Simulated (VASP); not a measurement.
# CdTe (F-43m) in VASP: single point with LDA

Aim: the single point of CdTe with LDA.

Everything below comes from runs of VASP 6.6.1. Logs are shortened: lines on timing, memory, paths and dates and some standing lists are left out, and cuts for length are marked.

## 1. The cell of the first run

The structure is cubic, space group F-43m (No. 216). Conventional cell: a = 6.410 Å, b = 6.410 Å, c = 6.410 Å, α = 90.00°, β = 90.00°, γ = 90.00°. Within 3.7 Å of Cd (site symmetry -43m) lie 4 Te at 2.78 Å. Te (site symmetry -43m) has 4 Cd at 2.78 Å within 3.7 Å.

## 2. Single point, LDA

Input file INCAR:

```
SYSTEM = CdTe
ALGO = Normal ; EDIFF = 1E-6
ENCUT = 500 ; GGA_COMPAT = .FALSE.
ISIF = 2 ; ISMEAR = 0
LASPH = .TRUE. ; LCHARG = .FALSE.
LREAL = .FALSE. ; LWAVE = .FALSE.
NBANDS = 16 ; NELM = 120
PREC = Accurate ; SIGMA = 0.01
```

Input file KPOINTS:

```
k-points
0
G
  3 3 3
  0 0 0
```

Input file POSCAR:

```
CdTe
1.0
    0.0000000000      3.2050000000      3.2050000000
    3.2050000000      0.0000000000      3.2050000000
    3.2050000000      3.2050000000      0.0000000000
Cd Te
1 1
Direct
    0.0000000000      0.0000000000      0.0000000000
    0.2500000000      0.2500000000      0.2500000000
```

Potentials or basis: VASP PAW LDA potentials, release 64 (Cd, Te).

Started as:

```bash
cat potpaw_LDA.64/Cd/POTCAR potpaw_LDA.64/Te/POTCAR > POTCAR
mpirun -np 1 vasp_std > vasp.out
```

OUTCAR:

```text
SYSTEM = CdTe
   EDIFF = 1E-6
   ENCUT = 500
   ISIF = 2
   ISMEAR = 0
   LASPH = .TRUE.
   LREAL = .FALSE.
   NELM = 120
   PREC = Accurate

 ion  position               nearest neighbor table
   1  0.000  0.000  0.000-   2 2.78   2 2.78   2 2.78   2 2.78
   2  0.250  0.250  0.250-   1 2.78   1 2.78   1 2.78   1 2.78

  LATTYP: Found a face centered cubic cell.
 ALAT       =     6.4100000000

  Lattice vectors:

 A1 = (   0.0000000000,   3.2050000000,   3.2050000000)
 A2 = (   3.2050000000,   0.0000000000,   3.2050000000)
 A3 = (   3.2050000000,   3.2050000000,   0.0000000000)

Analysis of symmetry for initial positions (statically):
=====================================================================
 Subroutine PRICEL returns:
 Original cell was already a primitive cell.

 Routine SETGRP: Setting up the symmetry group for a
 face centered cubic supercell.

 Subroutine GETGRP returns: Found 24 space group operations
 (whereof 24 operations were pure point group operations)
 out of a pool of 48 trial point group operations.

The static configuration has the point symmetry T_d .

Analysis of symmetry for dynamics (positions and initial velocities):
=====================================================================
 Subroutine PRICEL returns:
 Original cell was already a primitive cell.

 Routine SETGRP: Setting up the symmetry group for a
 face centered cubic supercell.

 Subroutine GETGRP returns: Found 24 space group operations
 (whereof 24 operations were pure point group operations)
 out of a pool of 48 trial point group operations.

The dynamic configuration has the point symmetry T_d .

 Subroutine INISYM returns: Found 24 space group operations
 (whereof 24 operations are pure point group operations),
 and found     1 'primitive' translations

----------------------------------------------------------------------------------------

                                     Primitive cell

  volume of cell :      65.8437

  direct lattice vectors                    reciprocal lattice vectors
     0.000000000  3.205000000  3.205000000    -0.156006240  0.156006240  0.156006240
     3.205000000  0.000000000  3.205000000     0.156006240 -0.156006240  0.156006240
     3.205000000  3.205000000  0.000000000     0.156006240  0.156006240 -0.156006240

  length of vectors
     4.532554467  4.532554467  4.532554467     0.270210734  0.270210734  0.270210734

[... 58 lines left out ...]
   NELM   =    120;   NELMIN=  2; NELMDL= -5     # of ELM steps
   EDIFF  = 0.1E-05   stopping-criterion for ELM
   LREAL  =      F    real-space projection
   EDIFFG = 0.1E-04   stopping-criterion for IOM
   NSW    =      0    number of steps for IOM
   IBRION =     -1    ionic relax: 0-MD 1-quasi-New 2-CG
   NFREE  =      0    steps in history (QN), initial steepest desc. (CG)
   ISIF   =      2    stress and relaxation
   ISYM   =      2    0-nonsym 1-usesym 2-fastsym
   POTIM  = 0.5000    time-step for ionic-motion
   TEBEG  =    0.0;   TEEND  =   0.0 temperature during run
   PSTRESS=    0.0 pullay stress
   NELECT =      18.0000    total number of electrons
   NUPDOWN=      -1.0000    fix difference up-down
   EMIN   =  10.00;   EMAX   =-10.00  energy-range for DOS
   EFERMI =   0.00;   METHOD = LEGACY
   ISMEAR =     0;   SIGMA  =   0.01  broadening in eV -4-tet -1-fermi 0-gaus
   EFERMI_NEDOS =   21; number of points for ismear=-14 and -15
   IALGO  =     38    algorithm
   IMIX   =      4    mixing-type and parameters
     AMIX     =   0.40;   BMIX     =  1.00
     AMIX_MAG =   1.60;   BMIX_MAG =  1.00
  volume/ion in A,a.u.               =      32.92       222.17
  Fermi-wavevector in a.u.,A,eV,Ry     =   1.062497  2.007828 15.359610  1.128899
  Thomas-Fermi vector in A             =   2.197950
   LORBIT       =      0    0 simple, 1 ext, 2 COOP (PROOUT), +10 PAW based schemes
   GGA     = CA    functional components
   LHFCALC =     F    Hartree Fock is set to
   AEXX    =    0.0000 exact exchange contribution
   IVDW    =     0    specifies the selected vdW correction
   LEPSILON=     F    determine dielectric tensor
   LRPA    =     F    only Hartree local field effects (RPA)
 non-spin polarized calculation
 Gauss-broadening in eV      SIGMA  =   0.01
  energy-cutoff  :      500.00
  volume of cell :       65.84
 maximum number of plane-waves:      1687
 NGX is ok and might be reduce to    36
   NGX = 17   NGY = 17   NGZ = 17

 number of electron      17.9999995 magnetization

 Free energy of the ion-electron system (eV)
  ---------------------------------------------------
  ext. energy  EPLUGINS =         0.00000000
  ---------------------------------------------------
  free energy    TOTEN  =        -5.76625914 eV

  energy without entropy =       -5.76625914  energy(sigma->0) =       -5.76625914

 E-fermi :   2.6480     XC(G=0):  -9.0643

 val. band max:        2.5543970787   @ k =   0.0000   0.0000   0.0000
 cond. band min:       3.1542063179   @ k =   0.0000   0.0000   0.0000
 fundamental gap:      0.5998092392
 Fermi energy:         2.6479512928

 k-point     1 :       0.0000    0.0000    0.0000
  band No.  band energies     occupation
      1      -8.8698      2.00000
      2      -5.9572      2.00000
      3      -5.9572      2.00000
      4      -5.9572      2.00000
      5      -5.6764      2.00000
      6      -5.6764      2.00000
[... 53 lines left out ...]
      3      -5.8242      2.00000
      4      -5.7078      2.00000
      5      -5.6720      2.00000
      6      -5.1162      2.00000
[... 8 lines left out ...]
     15      11.4688      0.00000
     16      14.6398      0.00000

------------------------ aborting loop because EDIFF is reached ----------------------------------------

  FORCE on cell =-STRESS in cart. coord.  units (eV):
  Direction    XX          YY          ZZ          XY          YZ          ZX
  --------------------------------------------------------------------------------------
  -------------------------------------------------------------------------------------
  Total        0.4847765      0.4847765      0.4847765      0.0000000      0.0000000      0.0000000
  in kB       11.7960897     11.7960897     11.7960897      0.0000000      0.0000000      0.0000000
  external PRESSURE =      11.7960897 kB  Pullay stress =       0.0000000 kB

 VOLUME and BASIS-vectors are now :
 -----------------------------------------------------------------------------
  energy-cutoff  :      500.00
  volume of cell :       65.84
      direct lattice vectors                 reciprocal lattice vectors
     0.000000000  3.205000000  3.205000000    -0.156006240  0.156006240  0.156006240
     3.205000000  0.000000000  3.205000000     0.156006240 -0.156006240  0.156006240
     3.205000000  3.205000000  0.000000000     0.156006240  0.156006240 -0.156006240

 POSITION                                       TOTAL-FORCE (eV/Angst)
 -----------------------------------------------------------------------------------
      0.00000      0.00000      0.00000         0.000000     -0.000000     -0.000000
      1.60250      1.60250      1.60250        -0.000000      0.000000      0.000000
 -----------------------------------------------------------------------------------
    total drift:                                0.000000      0.000000      0.000000

  FREE ENERGIE OF THE ION-ELECTRON SYSTEM (eV)
  ---------------------------------------------------
  free  energy   TOTEN  =        -5.7662591429 eV

  energy  without entropy=       -5.7662591429  energy(sigma->0) =       -5.76625914
```

Run time: 4.7 s. Hardware: 1 thread of Intel Xeon Platinum 8488C (Sapphire Rapids), shared host; peak memory 0.17 GiB.

What came out:

```yaml
Free_energy: -5.7663 eV
Pressure: 1.2 GPa
Band_gap_on_the_k_mesh: 0.60 eV, direct
```

Caveat: the k points lie up to 0.57 Å⁻¹ apart; spin-orbit coupling is left out, which moves the levels of the heavy elements.
